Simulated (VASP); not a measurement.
Wanted: the native input for a VASP 6.6.1 run.

```yaml
Task: single point
Functional: PBE
Potentials_or_basis: VASP PAW PBE potentials, release 64 (Si)
Cutoff: 500 eV
k_mesh: 8 × 8 × 8
Occupations: gaussian, width 0.02 eV
Spin: no spin polarisation
Dipole_correction: no
Further_INCAR_settings: ALGO = Normal; EDIFF = 1e-06; NBANDS = 11
```

The structure of Si lies in POSCAR:

```
Si
1.0
    0.0000000000      2.7349661881      2.7349661881
    2.7349661881      0.0000000000      2.7349661881
    2.7349661881      2.7349661881      0.0000000000
Si
2
Direct
    0.0000000000      0.0000000000      0.0000000000
    0.2500000000      0.2500000000      0.2500000000
```

The input as run:

INCAR

```
SYSTEM = Si
  PREC = Accurate
  ENCUT = 500
  EDIFF = 1E-6
  ISMEAR = 0
  SIGMA = 0.02
  LREAL = .False.
  LASPH = .True.
  NELM = 120
  ALGO = Normal
  ISIF = 2
  LWAVE = .False.
  LCHARG = .False.
  GGA = PE
  NBANDS = 11
  GGA_COMPAT = .False.
```

KPOINTS

```
regular mesh
0
Gamma
  8 8 8
  0 0 0
```

Potentials or basis: VASP PAW PBE potentials, release 64 (Si).

Run with:

```sh
$ cat potpaw_PBE.64/Si/POTCAR > POTCAR
$ mpirun -np 1 vasp_std > vasp.out
```

Results of the run:

```json
{
  "Pressure": "-0.1 GPa",
  "Band gap on the k mesh": "0.65 eV, indirect (least direct gap 2.56 eV)"
}
```

Wall time 16 s on 1 thread of Intel Xeon 8259CL, with other jobs on the host, peak memory 0.15 GiB.
